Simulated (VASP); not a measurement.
Wanted: the native input for a VASP 6.6.1 run.

```
Task                   : single point
Functional             : r2SCAN
Potentials or basis    : VASP PAW PBE potentials, release 64 (Si, C)
Cutoff                 : 520 eV
k mesh                 : 8 × 8 × 3
Occupations            : gaussian, width 0.05 eV
Spin                   : no spin polarisation
Dipole correction      : no
Further INCAR settings : ALGO = Normal; EDIFF = 1e-06; NBANDS = 26
```

SiC:

```
Si C
1.0
    -3.07520    0.00000    0.00000
    -1.53760   -2.66320    0.00000
    -0.38425   -0.22184   10.09633
Si C
4 4
Direct
  0.25786 0.25786 0.90605
  0.29951 0.29951 0.40605
  0.65367 0.65367 0.15605
  0.61202 0.61202 0.65605
  0.32551 0.32551 0.09395
  0.28386 0.28386 0.59395
  0.63802 0.63802 0.34395
  0.59637 0.59637 0.84395
```

The input as run:

POSCAR

```
SiC
1.0
   -3.0751950066      0.0000000000      0.0000000000
   -1.5375975033     -2.6631969973      0.0000000000
   -0.3842456161     -0.2218443099     10.0963337124
Si C
4 4
Direct
    0.2578592483      0.2578592483      0.9060514413
    0.2995092483      0.2995092483      0.4060514413
    0.6536675816      0.6536675816      0.1560514413
    0.6120175816      0.6120175816      0.6560514413
    0.3255074184      0.3255074184      0.0939485587
    0.2838574184      0.2838574184      0.5939485587
    0.6380157517      0.6380157517      0.3439485587
    0.5963657517      0.5963657517      0.8439485587
```

INCAR.step1

```
SYSTEM = SiC
PREC = Accurate
ENCUT = 520
ISMEAR = 0
SIGMA = 0.05
LREAL = .False.
LASPH = .True.
NELM = 80
NBANDS = 26
GGA = PE
ALGO = Normal
EDIFF = 1E-4
LWAVE = .True.
LCHARG = .False.
```

INCAR.step2

```
SYSTEM = SiC
PREC = Accurate
ENCUT = 520
EDIFF = 1E-6
ISMEAR = 0
SIGMA = 0.05
LREAL = .False.
LASPH = .True.
NELM = 80
ALGO = Normal
ISIF = 2
LWAVE = .False.
LCHARG = .False.
METAGGA = R2SCAN
LMIXTAU = .True.
NBANDS = 26
ISTART = 1
```

KPOINTS

```
regular mesh
0
Gamma
  8 8 3
  0 0 0
```

Potentials or basis: VASP PAW PBE potentials, release 64 (Si, C).

The run is started by

```sh
$ cat potpaw_PBE.64/Si/POTCAR potpaw_PBE.64/C/POTCAR > POTCAR
$ cp INCAR.step1 INCAR
$ mpirun -np 1 vasp_std > vasp.out
$ cp INCAR.step2 INCAR
$ mpirun -np 1 vasp_std > vasp.out
```

It gave:

```json
{
 "Pressure": "-0.5 GPa",
 "Largest force": "1.323 eV/Å",
 "Band gap on the k mesh": "2.59 eV, indirect (least direct gap 4.37 eV)"
}
```

Caveat: the PAW data sets were made with another functional, which shifts forces and pressure a little.

Wall time 5.4 min on 1 thread of Intel(R) Xeon(R) 6975P-C (Granite Rapids), with other jobs on the host, peak memory 0.26 GiB.
